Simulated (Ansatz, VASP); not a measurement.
**One calculation of Se, two programs**

```xyz
3
Lattice="4.2516 0.0000 0.0000 -2.1258 3.6820 0.0000 0.0000 0.0000 4.9450" Properties=species:S:1:pos:R:3 pbc="T T T"
Se    1.0516    0.0000    1.6483
Se   -0.5258    0.9107    3.2967
Se    1.6000    2.7713    0.0000
```

Alike in both runs: task single point; functional PBE; dispersion D3(BJ); k mesh 12 × 12 × 8; occupations gaussian, width 0.05 eV; no spin polarisation.

```csv
,VASP,Ansatz
version,VASP 6.6.1,Ansatz 0.2.0
potentials or method,"VASP PAW PBE potentials, release 64 (Se), cutoff 520 eV","scalar-relativistic, plane waves, PAW"
valence electrons in the cell,18,48
```

|  | VASP | Ansatz | Ansatz less VASP |
| --- | --- | --- | --- |
| gap on the k mesh at the Fermi level (eV) | 0.61 | 0.61 | -0.001 |
| least direct gap on the mesh (eV) | 1.09 | 1.09 | +0.008 |
| pressure (GPa) | -1.6 | -1.7 | -0.09 |
| traceless stress, the component that is largest in VASP (GPa) | 1.21 | 1.19 | -0.021 |
| rms of the force components (eV/Å) | 0.186 | 0.197 | +0.0107 |

Atom by atom the forces differ by 0.011 eV/Å (rms over components). VASP's potentials hold 18 valence electrons a cell and Ansatz's 48, so a difference there can come from the potentials and not from the codes.
